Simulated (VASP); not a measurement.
A run of VASP 6.6.1 is set up as follows.

INCAR

```
SYSTEM = C
PREC = Accurate ; ENCUT = 520
EDIFF = 1E-6 ; ISMEAR = 0
SIGMA = 0.05 ; LREAL = .FALSE.
LASPH = .TRUE. ; NELM = 60
ALGO = Normal ; ISIF = 2
LWAVE = .FALSE. ; LCHARG = .FALSE.
GGA = CA ; NBANDS = 11
```

Contents of KPOINTS:

```
regular mesh
0
G
  12 12 12
  0 0 0
```

Contents of POSCAR:

```
C
1.0
    0.0000000000      1.6050600000      1.7834000000
    1.6050600000      0.0000000000      1.7834000000
    1.6050600000      1.6050600000      0.0000000000
C
2
Direct
    0.5000000000      0.5000000000      0.5000000000
    0.7500000000      0.7500000000      0.7500000000
```

Potentials or basis: VASP PAW LDA potentials, release 64 (C).

Launch:

```bash
$ cat potpaw_LDA.64/C/POTCAR > POTCAR
$ mpirun -np 1 vasp_std > vasp.out
```

(1) Estimate the pressure.

(2) Estimate the band gap on the k mesh.

Answers

(1) 119.4 GPa.

(2) 3.14 eV, indirect (least direct gap 5.11 eV).

Caveat: the cell differs from its parent crystal (strain -0.1000 x Voigt [1, 1, 0, 0, 0, 0]).
